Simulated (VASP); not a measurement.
# Li (Cc) in VASP: further runs, part 2 of 2

VASP 6.6.1.

**3. Single point, PBE (17.77 Å³/atom)**

This run uses another cell than the first one, of 17.77 Å³/atom.

INCAR reads:

```
  PREC = Accurate
  ENCUT = 520
  EDIFF = 1E-6
  ISMEAR = 0
  SIGMA = 0.1
  LREAL = False
  LASPH = True
  NELM = 60
  ALGO = Fast
  ISIF = 2
  LWAVE = False
  LCHARG = True
  GGA = PE
  LELF = True
  LVHAR = True
  NBANDS = 18
```

KPOINTS reads:

```
Automatic mesh
0
Gamma
  14 14 4
```

POSCAR reads:

```
Li
1.0
    1.4760214956     -2.5446106593      0.0051432423
    1.4760214956      2.5446106593      0.0051432423
   -0.0345828404      0.0000000000     14.1972935170
Li
6
Direct
    0.0832192262      0.4176929353      0.5002010753
    0.4176929353      0.0832192262      1.0002010753
    0.4190853526      0.0823331715      0.3331440297
    0.7480414530      0.7526457294      0.6666562553
    0.0823331715      0.4190853526      0.8331440297
    0.7526457294      0.7480414530      0.1666562553
```

Potentials or basis: VASP PAW PBE potentials, release 64 (Li_sv).

Launch:

```
$ cat potpaw_PBE.64/Li_sv/POTCAR > POTCAR
$ mpirun -np 1 vasp_std > vasp.out
```

It took 4.2 min on 1 thread of Intel Xeon Platinum 8488C (Sapphire Rapids), shared host; peak memory 0.43 GiB.

Results (log left out):

```
Free energy            : -11.3554 eV
Largest force          : 0.008 eV/Å
Band gap on the k mesh : zero (bands 9 and 10 overlap by 4.25 eV)
```

Forces on the atoms (eV/Å):
```
Li   0.000  0.000 -0.008
Li   0.000  0.000 -0.008
Li   0.000  0.001  0.008
Li   0.000  0.001  0.000
Li   0.000 -0.001  0.008
Li   0.000 -0.001  0.000
```

Levels at points of the mesh, in eV from the Fermi level:
| k point | band 6 | band 7 | band 8 | band 9 | band 10 | band 11 | band 12 | band 13 |
| --- | --- | --- | --- | --- | --- | --- | --- | --- |
| (0.00, 0.00, 0.00) | -46.28 | -3.72 | -3.19 | -3.19 | -1.63 | -1.63 | 0.03 | 3.52 |
| (0.50, 0.00, 0.00) | -46.27 | -0.13 | 0.16 | 0.24 | 0.87 | 1.05 | 1.42 | 3.71 |
| (0.50, 0.50, 0.00) | -46.27 | -0.11 | 0.19 | 0.26 | 0.91 | 1.11 | 1.48 | 3.72 |
| (0.00, 0.00, 0.50) | -46.28 | -3.59 | -3.59 | -2.53 | -2.53 | -0.59 | -0.59 | 4.47 |
| (0.50, 0.00, 0.50) | -46.27 | -0.04 | -0.04 | 0.55 | 0.56 | 1.30 | 1.30 | 3.65 |
| (0.50, 0.50, 0.50) | -46.27 | -0.03 | -0.03 | 0.59 | 0.59 | 1.36 | 1.36 | 3.67 |

Caveat: the cutoff is under 1.25 times the usual one of these potentials, so pressure, stress and relaxed cells hold a basis-set (Pulay) error.

**4. Single point, PBE (18.38 Å³/atom)**

This run uses another cell than the first one, of 18.38 Å³/atom.

INCAR reads:

```
PREC = Accurate ; ENCUT = 520
EDIFF = 1E-7 ; ISMEAR = 0
SIGMA = 0.1 ; LREAL = F
LASPH = T ; NELM = 60
ALGO = Fast ; ISIF = 2
LWAVE = F ; LCHARG = F
GGA = PE ; NBANDS = 18
```

KPOINTS is that of step 3.

Changes to POSCAR since step 3:

```diff
@@ -2,5 +2,5 @@
 1.0
-    1.4760214956     -2.5446106593      0.0051432423
-    1.4760214956      2.5446106593      0.0051432423
-   -0.0345828404      0.0000000000     14.1972935170
+    1.4926073950     -2.5732041836      0.0052010364
+    1.4926073950      2.5732041836      0.0052010364
+   -0.0349714442      0.0000000000     14.3568270220
 Li
```

Launch:

```
$ cat potpaw_PBE.64/Li_sv/POTCAR > POTCAR
$ mpirun -np 1 vasp_std > vasp.out
```

It took 6.5 min on 1 thread of Intel Xeon Platinum 8488C (Sapphire Rapids), shared host; peak memory 0.43 GiB.

The run converged. Its results:

```
Free energy            : -11.3986 eV
Largest force          : 0.008 eV/Å
Band gap on the k mesh : zero (bands 9 and 10 overlap by 4.19 eV)
```

Forces in eV/Å, atoms in the order of the input:
```
Li   0.000  0.000 -0.008
Li   0.000  0.000 -0.008
Li   0.000  0.001  0.007
Li   0.000  0.001  0.000
Li   0.000 -0.001  0.007
Li   0.000 -0.001  0.000
```

Levels at points of the mesh, in eV from the Fermi level:
| k point | band 7 | band 8 | band 9 | band 10 | band 11 | band 12 |
| --- | --- | --- | --- | --- | --- | --- |
| (0.00, 0.00, 0.00) | -3.68 | -3.16 | -3.15 | -1.61 | -1.61 | 0.04 |
| (0.50, 0.00, 0.00) | -0.11 | 0.17 | 0.24 | 0.85 | 1.04 | 1.39 |
| (0.50, 0.50, 0.00) | -0.10 | 0.19 | 0.26 | 0.89 | 1.09 | 1.45 |
| (0.00, 0.00, 0.50) | -3.55 | -3.55 | -2.50 | -2.50 | -0.58 | -0.58 |
| (0.50, 0.00, 0.50) | -0.03 | -0.03 | 0.54 | 0.55 | 1.27 | 1.27 |
| (0.50, 0.50, 0.50) | -0.01 | -0.01 | 0.58 | 0.58 | 1.33 | 1.33 |

Caveat: the cutoff is under 1.25 times the usual one of these potentials, so pressure, stress and relaxed cells hold a basis-set (Pulay) error.

**5. Single point, PBE (18.99 Å³/atom)**

This run uses another cell than the first one, of 18.99 Å³/atom.

INCAR reads:

```
SYSTEM = Li
  PREC = Accurate
  ENCUT = 520
  EDIFF = 1E-6
  ISMEAR = 0
  SIGMA = 0.1
  LREAL = .FALSE.
  LASPH = .TRUE.
  NELM = 80
  ALGO = Fast
  ISIF = 2
  LWAVE = .FALSE.
  LCHARG = .FALSE.
  GGA = PE
  NBANDS = 18
```

KPOINTS reads:

```
Automatic mesh
0
G
  14 14 4
  0 0 0
```

Changes to POSCAR since step 4:

```diff
@@ -2,5 +2,5 @@
 1.0
-    1.4926073950     -2.5732041836      0.0052010364
-    1.4926073950      2.5732041836      0.0052010364
-   -0.0349714442      0.0000000000     14.3568270220
+    1.5088326596     -2.6011759857      0.0052575738
+    1.5088326596      2.6011759857      0.0052575738
+   -0.0353515984      0.0000000000     14.5128917165
 Li
```

Launch:

```
$ cat potpaw_PBE.64/Li_sv/POTCAR > POTCAR
$ mpirun -np 1 vasp_std > vasp.out
```

It took 4.9 min on 1 thread of Intel Xeon Platinum 8488C (Sapphire Rapids), shared host; peak memory 0.44 GiB.

The run converged. Its results:

```
Free energy            : -11.4276 eV
Largest force          : 0.007 eV/Å
Band gap on the k mesh : zero (bands 9 and 10 overlap by 4.13 eV)
```

Forces on the atoms (eV/Å):
```
Li   0.000  0.000 -0.007
Li   0.000  0.000 -0.007
Li   0.000  0.001  0.007
Li   0.000  0.001  0.000
Li   0.000 -0.001  0.007
Li   0.000 -0.001  0.000
```

Levels at points of the mesh, in eV from the Fermi level:
```csv
k point,band 5,band 6,band 7,band 8,band 9,band 10,band 11,band 12,band 13,band 14
"(0.00, 0.00, 0.00)",-46.39,-46.39,-3.64,-3.12,-3.12,-1.59,-1.59,0.05,3.28,6.18
"(0.50, 0.00, 0.00)",-46.38,-46.38,-0.10,0.17,0.25,0.83,1.02,1.36,3.48,3.50
"(0.50, 0.50, 0.00)",-46.38,-46.38,-0.08,0.19,0.27,0.87,1.07,1.42,3.49,3.52
"(0.00, 0.00, 0.50)",-46.39,-46.39,-3.51,-3.51,-2.47,-2.47,-0.57,-0.57,4.22,4.22
"(0.50, 0.00, 0.50)",-46.38,-46.38,-0.02,-0.02,0.54,0.54,1.24,1.25,3.42,3.43
"(0.50, 0.50, 0.50)",-46.38,-46.38,0.00,0.00,0.57,0.57,1.30,1.30,3.44,3.44
```

Caveat: the cutoff is under 1.25 times the usual one of these potentials, so pressure, stress and relaxed cells hold a basis-set (Pulay) error.

**6. Single point, PBE (19.59 Å³/atom)**

This run uses another cell than the first one, of 19.59 Å³/atom.

INCAR reads:

```
SYSTEM = Li
PREC = Accurate
ENCUT = 520
EDIFF = 1E-6
ISMEAR = 0
SIGMA = 0.1
LREAL = .False.
LASPH = .True.
NELM = 100
ALGO = Fast
ISIF = 2
LWAVE = .False.
LCHARG = .True.
GGA = PE
LELF = .True.
LVHAR = .True.
NBANDS = 18
```

KPOINTS reads:

```
Automatic mesh
0
Gamma
  14 14 4
  0 0 0
```

Changes to POSCAR since step 5:

```diff
@@ -2,5 +2,5 @@
 1.0
-    1.5088326596     -2.6011759857      0.0052575738
-    1.5088326596      2.6011759857      0.0052575738
-   -0.0353515984      0.0000000000     14.5128917165
+    1.5247162759     -2.6285587978      0.0053129207
+    1.5247162759      2.6285587978      0.0053129207
+   -0.0357237478      0.0000000000     14.6656702251
 Li
```

Potentials or basis: VASP PAW PBE potentials, release 64 (Li_sv).

Launch:

```
$ cat potpaw_PBE.64/Li_sv/POTCAR > POTCAR
$ mpirun -np 1 vasp_std > vasp.out
```

It took 4.3 min on 1 thread of Intel Xeon Platinum 8488C (Sapphire Rapids), shared host; peak memory 0.45 GiB.

The run converged. Its results:

```
Free energy            : -11.4444 eV
Largest force          : 0.007 eV/Å
Band gap on the k mesh : zero (bands 9 and 10 overlap by 4.08 eV)
```

Forces in eV/Å, atoms in the order of the input:
```
Li   0.000  0.000 -0.007
Li   0.000  0.000 -0.007
Li   0.000  0.001  0.006
Li   0.000  0.001  0.001
Li   0.000 -0.001  0.006
Li   0.000 -0.001  0.001
```

Levels at points of the mesh, in eV from the Fermi level:
```
           k point  band 7  band 8  band 9  band 10  band 11  band 12
(0.00, 0.00, 0.00)   -3.60   -3.09   -3.09    -1.57    -1.57     0.07
(0.50, 0.00, 0.00)   -0.09    0.17    0.25     0.80     1.01     1.33
(0.50, 0.50, 0.00)   -0.07    0.19    0.27     0.84     1.06     1.39
(0.00, 0.00, 0.50)   -3.47   -3.47   -2.45    -2.45    -0.56    -0.56
(0.50, 0.00, 0.50)   -0.01   -0.01    0.53     0.53     1.22     1.22
(0.50, 0.50, 0.50)    0.01    0.01    0.56     0.56     1.27     1.27
```

Caveat: the cutoff is under 1.25 times the usual one of these potentials, so pressure, stress and relaxed cells hold a basis-set (Pulay) error.

**7. The runs side by side**

| task | cell | cutoff (eV) | gap on the mesh (eV) | largest force (eV/Å) |
| --- | --- | --- | --- | --- |
| relaxation of shape and atoms at fixed volume | relaxed from a = 3.130, b = 3.130, c = 15.106 Å, angles 90.0, 90.0, 119.8°, 6 atoms | 600 | none | 0.01 |
| single point | a = 2.942, b = 2.942, c = 14.197 Å, angles 90.0, 90.0, 119.8°, 6 atoms | 520 | none | 0.01 |
| single point | a = 2.975, b = 2.975, c = 14.357 Å, angles 90.0, 90.0, 119.8°, 6 atoms | 520 | none | 0.01 |
| single point | a = 3.007, b = 3.007, c = 14.513 Å, angles 90.0, 90.0, 119.8°, 6 atoms | 520 | none | 0.01 |
| single point | a = 3.039, b = 3.039, c = 14.666 Å, angles 90.0, 90.0, 119.8°, 6 atoms | 520 | none | 0.01 |

Alike in all rows: level PBE; potentials or basis VASP PAW PBE potentials, release 64 (Li_sv); no spin polarisation; k mesh 14 × 14 × 4; smearing gaussian 0.1 eV.

Caveats: the cutoff is under 1.25 times the usual one of these potentials, so pressure, stress and relaxed cells hold a basis-set (Pulay) error; the relaxation stopped at its first step, so nothing moved (at least some runs).

Total energies depend on the potentials used, so only differences within one code and one set of settings carry meaning.
